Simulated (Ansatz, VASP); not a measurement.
## ZrMo3C in VASP and in Ansatz

```
Zr Mo C
1.0
     3.26152    0.00000    0.00000
     0.00000    3.26152    0.00000
     0.00000    0.00000   14.02155
Zr Mo C
2 6 2
Direct
  0.00000 0.50000 0.91905
  0.50000 0.00000 0.08095
  0.50000 0.00000 0.55182
  0.00000 0.50000 0.44818
  0.50000 0.00000 0.76778
  0.00000 0.50000 0.23222
  0.50000 0.00000 0.32937
  0.00000 0.50000 0.67063
  0.50000 0.00000 0.91562
  0.00000 0.50000 0.08438
```

Alike in both runs: functional PBE; k mesh 10 × 10 × 4; occupations gaussian, width 0.1 eV; no spin polarisation.

Ansatz relaxed the structure, and its values are those at the end. VASP's run is a single point on that final structure, the one shown.

```csv
,VASP,Ansatz
version,VASP 6.6.1,Ansatz 0.2.0
potentials or method,"VASP PAW PBE potentials, release 64 (Zr_sv, Mo_sv, C), cutoff 520 eV","scalar-relativistic, plane waves, PAW"
valence electrons in the cell,116,116
```

```tsv
	VASP	Ansatz	Ansatz less VASP
gap on the k mesh at the Fermi level (eV)	none	none	-
pressure (GPa)	0.4	0.0	-0.37
rms of the force components (eV/Å)	0.005	0.000	-0.0043
```

A gap of «none» marks a metal or a gap that the smearing closes.
